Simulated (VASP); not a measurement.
# SiC2 (P6/mmm) in VASP: notebook

The runs below take SiC2 through single point, relaxation of cell and atoms, with PBE.

Everything below comes from runs of VASP 6.6.1. Logs are shortened: lines on timing, memory, paths and dates and some standing lists are left out, and cuts for length are marked.

**1. The cell of the first run**

It takes space group P6/mmm (No. 191, hexagonal). Conventional cell: a = 3.228 Å, b = 3.228 Å, c = 13.721 Å, α = 90.00°, β = 90.00°, γ = 120.00°. Si (site symmetry -6m2) has 3 Si at 1.86 Å within 2.5 Å. Within 2.5 Å of C (site symmetry 3m) lie 3 C at 1.86 Å.

**2. Single point, PBE**

The input, INCAR:

```
PREC = Accurate ; ENCUT = 520
EDIFF = 1E-6 ; ISMEAR = 0
SIGMA = 0.1 ; LREAL = False
LASPH = True ; NELM = 80
ALGO = Normal ; ISIF = 2
LWAVE = False ; LCHARG = False
GGA = PE ; NBANDS = 21
```

The input, KPOINTS:

```
Automatic mesh
0
Gamma
  12 12 1
```

The input, POSCAR:

```
SiC2
1.0
    3.2278011793     -0.0000000045      0.0000000000
   -1.6139005858      2.7953578219      0.0000000000
    0.0000000000      0.0000000000     13.7205408527
Si C
2 4
Direct
    0.3333333333      0.6666666667      0.5000000000
    0.6666666667      0.3333333333      0.5000000000
    0.3333333333      0.6666666667      0.8340867867
    0.3333333333      0.6666666667      0.1659132133
    0.6666666667      0.3333333333      0.8340867867
    0.6666666667      0.3333333333      0.1659132133
```

Potentials or basis: VASP PAW PBE potentials, release 64 (Si, C).

On the command line:

```bash
cat potpaw_PBE.64/Si/POTCAR potpaw_PBE.64/C/POTCAR > POTCAR
mpirun -np 1 vasp_std > vasp.out
```

OUTCAR:

```text
PREC = Accurate
   ENCUT = 520
   EDIFF = 1E-6
   ISMEAR = 0
   LREAL = False
   LASPH = True
   NELM = 80
   ISIF = 2
   GGA = PE

 ion  position               nearest neighbor table
   1  0.333  0.667  0.500-   2 1.86   2 1.86   2 1.86
   2  0.667  0.333  0.500-   1 1.86   1 1.86   1 1.86
   3  0.333  0.667  0.834-   5 1.86   5 1.86   5 1.86
   4  0.333  0.667  0.166-   6 1.86   6 1.86   6 1.86
   5  0.667  0.333  0.834-   3 1.86   3 1.86   3 1.86
   6  0.667  0.333  0.166-   4 1.86   4 1.86   4 1.86

  LATTYP: Found a hexagonal cell.
 ALAT       =     3.2278011793
 C/A-ratio  =     4.2507391535

  Lattice vectors:

 A1 = (   3.2278011793,  -0.0000000045,   0.0000000000)
 A2 = (  -1.6139005858,   2.7953578219,   0.0000000000)
 A3 = (   0.0000000000,   0.0000000000,  13.7205408527)

Analysis of symmetry for initial positions (statically):
=====================================================================
 Subroutine PRICEL returns:
 Original cell was already a primitive cell.

 Routine SETGRP: Setting up the symmetry group for a
 hexagonal supercell.

 Subroutine GETGRP returns: Found 24 space group operations
 (whereof 24 operations were pure point group operations)
 out of a pool of 24 trial point group operations.

The static configuration has the point symmetry D_6h.

Analysis of symmetry for dynamics (positions and initial velocities):
=====================================================================
 Subroutine PRICEL returns:
 Original cell was already a primitive cell.

 Routine SETGRP: Setting up the symmetry group for a
 hexagonal supercell.

 Subroutine GETGRP returns: Found 24 space group operations
 (whereof 24 operations were pure point group operations)
 out of a pool of 24 trial point group operations.

The dynamic configuration has the point symmetry D_6h.

 Subroutine INISYM returns: Found 24 space group operations
 (whereof 24 operations are pure point group operations),
 and found     1 'primitive' translations

----------------------------------------------------------------------------------------

                                     Primitive cell

  volume of cell :     123.7985

  direct lattice vectors                    reciprocal lattice vectors
     3.227801179 -0.000000004  0.000000000     0.309808425  0.178867977  0.000000000
    -1.613900586  2.795357822  0.000000000     0.000000000  0.357735955  0.000000000
     0.000000000  0.000000000 13.720540853     0.000000000  0.000000000  0.072883424

  length of vectors
     3.227801179  3.227801179 13.720540853     0.357735955  0.357735955  0.072883424

  position of ions in fractional coordinates (direct lattice)
     0.333333333  0.666666667  0.500000000
     0.666666667  0.333333333  0.500000000
     0.333333333  0.666666667  0.834086787
     0.333333333  0.666666667  0.165913213
     0.666666667  0.333333333  0.834086787
     0.666666667  0.333333333  0.165913213

  ion indices of the primitive-cell ions
   primitive index   ion index
                 1           1
                 2           2
                 3           3
                 4           4
                 5           5
                 6           6

----------------------------------------------------------------------------------------

 KPOINTS: Automatic mesh

Automatic generation of k-mesh.
 Grid dimensions read from file:
 generate k-points for:   12   12    1

 Generating k-lattice:

  Cartesian coordinates                     Fractional coordinates (reciprocal lattice)
     0.025817369  0.014905665  0.000000000     0.083333333 -0.000000000  0.000000000
     0.000000000  0.029811330  0.000000000     0.000000000  0.083333333  0.000000000
     0.000000000  0.000000000  0.072883424     0.000000000  0.000000000  1.000000000

  Length of vectors
     0.029811330  0.029811330  0.072883424

  Shift w.r.t. Gamma in fractional coordinates (k-lattice)
     0.000000000  0.000000000  0.000000000

 Subroutine IBZKPT returns following result:
 ===========================================

 Found     19 irreducible k-points:

 Following reciprocal coordinates:
            Coordinates               Weight
  0.000000  0.000000  0.000000      1.000000
  0.083333  0.000000  0.000000      6.000000
  0.166667  0.000000  0.000000      6.000000
  0.250000  0.000000  0.000000      6.000000
  0.333333  0.000000  0.000000      6.000000
  0.416667  0.000000  0.000000      6.000000
[... 11 lines left out ...]
  0.333333  0.250000  0.000000     12.000000
  0.333333  0.333333  0.000000      2.000000
   k-points           NKPTS =     19   k-points in BZ     NKDIM =     19   number of bands    NBANDS=     21
   number of dos      NEDOS =    301   number of ions     NIONS =      6
   total plane-waves  NPLWV =  62208
   dimension x,y,z NGX =    24 NGY =   24 NGZ =  108
   dimension x,y,z NGXF=    48 NGYF=   48 NGZF=  216
   ions per type =               2   4
   NGX,Y,Z   is equivalent  to a cutoff of  12.36, 12.36, 13.09 a.u.
   NGXF,Y,Z  is equivalent  to a cutoff of  24.72, 24.72, 26.17 a.u.
 SYSTEM =  unknown system
   PREC   = accura    normal or accurate (medium, high low for compatibility)
   ISTART =      0    job   : 0-new  1-cont  2-samecut
   ICHARG =      2    charge: 1-file 2-atom 10-const
   ISPIN  =      1    spin polarized calculation?
   LNONCOLLINEAR =      F non collinear calculations
   LSORBIT =      F    spin-orbit coupling
   LASPH  =      T    aspherical Exc in radial PAW
   ENCUT  =  520.0 eV  38.22 Ry    6.18 a.u.   6.00  6.00 25.51*2*pi/ulx,y,z
   NELM   =     80;   NELMIN=  2; NELMDL= -5     # of ELM steps
   EDIFF  = 0.1E-05   stopping-criterion for ELM
   LREAL  =      F    real-space projection
   EDIFFG = 0.1E-04   stopping-criterion for IOM
   NSW    =      0    number of steps for IOM
   IBRION =     -1    ionic relax: 0-MD 1-quasi-New 2-CG
   NFREE  =      0    steps in history (QN), initial steepest desc. (CG)
   ISIF   =      2    stress and relaxation
   ISYM   =      2    0-nonsym 1-usesym 2-fastsym
   POTIM  = 0.5000    time-step for ionic-motion
   TEBEG  =    0.0;   TEEND  =   0.0 temperature during run
   PSTRESS=    0.0 pullay stress
   NELECT =      24.0000    total number of electrons
   NUPDOWN=      -1.0000    fix difference up-down
   EMIN   =  10.00;   EMAX   =-10.00  energy-range for DOS
   EFERMI =   0.00;   METHOD = LEGACY
   ISMEAR =     0;   SIGMA  =   0.10  broadening in eV -4-tet -1-fermi 0-gaus
   EFERMI_NEDOS =   21; number of points for ismear=-14 and -15
   IALGO  =     38    algorithm
   IMIX   =      4    mixing-type and parameters
     AMIX     =   0.40;   BMIX     =  1.00
     AMIX_MAG =   1.60;   BMIX_MAG =  1.00
  volume/ion in A,a.u.               =      20.63       139.24
  Fermi-wavevector in a.u.,A,eV,Ry     =   0.947487  1.790492 12.214390  0.897732
  Thomas-Fermi vector in A             =   2.075585
   LORBIT       =      0    0 simple, 1 ext, 2 COOP (PROOUT), +10 PAW based schemes
   GGA     = PE    functional components
   LHFCALC =     F    Hartree Fock is set to
   AEXX    =    0.0000 exact exchange contribution
   IVDW    =     0    specifies the selected vdW correction
   LEPSILON=     F    determine dielectric tensor
   LRPA    =     F    only Hartree local field effects (RPA)
 non-spin polarized calculation
 Gauss-broadening in eV      SIGMA  =   0.10
  energy-cutoff  :      520.00
  volume of cell :      123.80
 maximum number of plane-waves:      3396
   NGX = 13   NGY = 13   NGZ = 51

 number of electron      24.0000000 magnetization

 Free energy of the ion-electron system (eV)
  ---------------------------------------------------
  ext. energy  EPLUGINS =         0.00000000
  ---------------------------------------------------
  free energy    TOTEN  =       -29.13916136 eV

  energy without entropy =      -29.13170617  energy(sigma->0) =      -29.13543376

 E-fermi :   0.8045     XC(G=0):  -7.5151

 val. band max:        0.7951221360   @ k =   0.0000   0.0000   0.0000
 cond. band min:       0.8460099062   @ k =   0.3333   0.3333   0.0000
 fundamental gap:      0.0508877702
 Fermi energy:         0.8045333012

 k-point     1 :       0.0000    0.0000    0.0000
  band No.  band energies     occupation
      1     -13.1913      2.00000
      2     -13.1746      2.00000
      3     -12.3853      2.00000
      4      -3.4230      2.00000
      5      -2.8032      2.00000
      6      -2.4851      2.00000
[... 13 lines left out ...]
     20       5.0829      0.00000
     21       5.0836      0.00000

 k-point     2 :       0.0833    0.0000    0.0000
  band No.  band energies     occupation
      1     -13.0965      2.00000
      2     -13.0800      2.00000
      3     -12.2624      2.00000
      4      -3.3071      2.00000
      5      -2.7059      2.00000
      6      -2.6466      2.00000
[... 13 lines left out ...]
     20       5.1442      0.00000
     21       5.3631      0.00000

 k-point     3 :       0.1667    0.0000    0.0000
  band No.  band energies     occupation
      1     -12.8146      2.00000
      2     -12.7985      2.00000
      3     -11.8955      2.00000
      4      -4.0648      2.00000
      5      -4.0584      2.00000
      6      -2.9610      2.00000
[... 13 lines left out ...]
     20       5.4056      0.00000
     21       6.1143      0.00000
[... 337 lines left out ...]
 k-point    18 :       0.3333    0.2500    0.0000
  band No.  band energies     occupation
      1     -10.1334      2.00000
      2     -10.1217      2.00000
      3      -8.7890      2.00000
      4      -8.7785      2.00000
      5      -8.1695      2.00000
      6      -6.6182      2.00000
[... 13 lines left out ...]
     20       6.5382      0.00000
     21       7.0833      0.00000

 k-point    19 :       0.3333    0.3333    0.0000
  band No.  band energies     occupation
      1      -9.4524      2.00000
      2      -9.4524      2.00000
      3      -9.4415      2.00000
      4      -9.4415      2.00000
      5      -7.2454      2.00000
      6      -7.2454      2.00000
[... 13 lines left out ...]
     20       5.8206      0.00000
     21       7.8495      0.00000

------------------------ aborting loop because EDIFF is reached ----------------------------------------

  FORCE on cell =-STRESS in cart. coord.  units (eV):
  Direction    XX          YY          ZZ          XY          YZ          ZX
  --------------------------------------------------------------------------------------
  -------------------------------------------------------------------------------------
  Total        0.0207869      0.0207869      0.0771620     -0.0000000      0.0000000      0.0000000
  in kB        0.2690204      0.2690204      0.9986166     -0.0000000      0.0000000      0.0000000
  external PRESSURE =       0.5122192 kB  Pullay stress =       0.0000000 kB

 VOLUME and BASIS-vectors are now :
 -----------------------------------------------------------------------------
  energy-cutoff  :      520.00
  volume of cell :      123.80
      direct lattice vectors                 reciprocal lattice vectors
     3.227801179 -0.000000004  0.000000000     0.309808425  0.178867977  0.000000000
    -1.613900586  2.795357822  0.000000000     0.000000000  0.357735955  0.000000000
     0.000000000  0.000000000 13.720540853     0.000000000  0.000000000  0.072883424

 POSITION                                       TOTAL-FORCE (eV/Angst)
 -----------------------------------------------------------------------------------
      0.00000      1.86357      6.86027        -0.000000     -0.000000      0.000000
      1.61390      0.93179      6.86027         0.000000     -0.000000      0.000000
      0.00000      1.86357     11.44412        -0.000000      0.000000      0.001630
      0.00000      1.86357      2.27642        -0.000000      0.000000     -0.001630
      1.61390      0.93179     11.44412        -0.000000      0.000000      0.001630
      1.61390      0.93179      2.27642        -0.000000      0.000000     -0.001630
 -----------------------------------------------------------------------------------
    total drift:                               -0.000000      0.000000     -0.000000

  FREE ENERGIE OF THE ION-ELECTRON SYSTEM (eV)
  ---------------------------------------------------
  free  energy   TOTEN  =       -29.1391613571 eV

  energy  without entropy=      -29.1317061670  energy(sigma->0) =      -29.13543376
```

Run time: 49 s. Hardware: 1 thread of AMD EPYC 7R43 (Zen 3), shared host; peak memory 0.2 GiB.

What came out:

```
Free energy            : -29.1392 eV
Pressure               : 0.1 GPa
Band gap on the k mesh : zero (band 12 reaches 0.85 eV, above the bottom of band 13 at 0.80 eV)
```

Caveat: the k points lie up to 0.46 Å⁻¹ apart.

(Part 1 of 3 ends here.)
